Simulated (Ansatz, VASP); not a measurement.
## One calculation of Cd3Se2S, two programs

```xyz
6
Lattice="-2.0773 2.0773 8.8131 2.0773 -2.0773 8.8131 2.0773 2.0773 -8.8131" Properties=species:S:1:pos:R:3 pbc="T T T"
Cd    0.0000    0.0000   11.7508
Cd    0.0000    0.0000    5.8754
Cd    0.0000    0.0000    0.0000
Se    2.0773    0.0000    7.3443
Se    2.0773    0.0000    1.4689
S     0.0000    2.0773    4.4066
```

Alike in both runs: task single point; functional PBE; k mesh 6 × 6 × 6; occupations gaussian, width 0.1 eV; no spin polarisation.

|  | VASP | Ansatz |
| --- | --- | --- |
| version | VASP 6.6.1 | Ansatz 0.2.0 |
| potentials or method | VASP PAW PBE potentials, release 64 (Cd, Se, S), cutoff 520 eV | scalar-relativistic, plane waves, PAW |
| valence electrons in the cell | 54 | 98 |

VASP gave:

```
gap on the k mesh at the Fermi level (eV)                     : 0.91
least direct gap on the mesh (eV)                             : 0.91
pressure (GPa)                                                : 7.8
traceless stress, the component that is largest in VASP (GPa) : -0.05
rms of the force components (eV/Å)                            : 0.252
```

Q: Estimate Ansatz's values.

A: gap on the k mesh at the Fermi level (eV): 0.91; least direct gap on the mesh (eV): 0.91; pressure (GPa): 7.4; traceless stress, the component that is largest in VASP (GPa): -0.05; rms of the force components (eV/Å): 0.247.

Atom by atom the forces differ by 0.005 eV/Å (rms over components). VASP's potentials hold 54 valence electrons a cell and Ansatz's 98, so a difference there can come from the potentials and not from the codes.
